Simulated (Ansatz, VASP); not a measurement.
# Two plane-wave programs on SnSe

POSCAR

```
SnSe
1.0
    0.0000000000      3.0609930725      3.0609930725
    3.0609930725      0.0000000000      3.0609930725
    3.0609930725      3.0609930725      0.0000000000
Sn Se
1 1
Direct
    0.0000000000      0.0000000000      0.0000000000
    0.5000000000      0.5000000000      0.5000000000
```

Contents of INCAR.step1:

```
PREC = Accurate ; ENCUT = 520
ISMEAR = -1 ; SIGMA = 0.02
LREAL = F ; LASPH = T
NELM = 60 ; NBANDS = 17
GGA = PE ; ALGO = Normal
EDIFF = 1E-4 ; LWAVE = T
LCHARG = F
```

File INCAR.step2:

```
PREC = Accurate ; ENCUT = 520
EDIFF = 1E-7 ; ISMEAR = -1
SIGMA = 0.02 ; LREAL = F
LASPH = T ; NELM = 60
ALGO = Normal ; ISIF = 2
LWAVE = F ; LCHARG = T
METAGGA = R2SCAN ; LMIXTAU = T
LELF = T ; LVHAR = T
NBANDS = 17 ; ISTART = 1
```

KPOINTS

```
regular mesh
0
Gamma
  6 6 6
```

Input for Ansatz:

```yaml
crystal:
  lattice:
    - [0.0, 3.0609930725, 3.0609930725]
    - [3.0609930725, 0.0, 3.0609930725]
    - [3.0609930725, 3.0609930725, 0.0]
  atoms:
    - { symbol: Sn, position: [0.0, 0.0, 0.0] }
    - { symbol: Se, position: [0.5, 0.5, 0.5] }
kpoints:
  mp_grid: { grid: [6, 6, 6] }
hamiltonian:
  xc: r2scan
scf:
  occupations: { method: fermi_dirac, width: 0.02 }
  n_extra_bands: 4
output:
  forces: true
  stress: true
  eigenvalues: true
```

Alike in both runs: task single point; functional r2SCAN; k mesh 6 × 6 × 6; occupations fermi-dirac, width 0.02 eV; no spin polarisation.

|  | VASP | Ansatz |
| --- | --- | --- |
| version | VASP 6.6.1 | Ansatz 0.2.0 |
| potentials or method | VASP PAW PBE potentials, release 64 (Sn_d, Se) | plane waves, PAW |
| plane-wave cutoff (eV) | 520 | 500 |
| valence electrons in the cell | 20 | 30 |

|  | VASP | Ansatz | Ansatz less VASP |
| --- | --- | --- | --- |
| pressure (GPa) | -2.8 | -2.8 | +0.01 |

VASP's potentials were made for PBE, not for r2SCAN. VASP's potentials hold 20 valence electrons a cell and Ansatz's 30, so a difference there can come from the potentials and not from the codes.
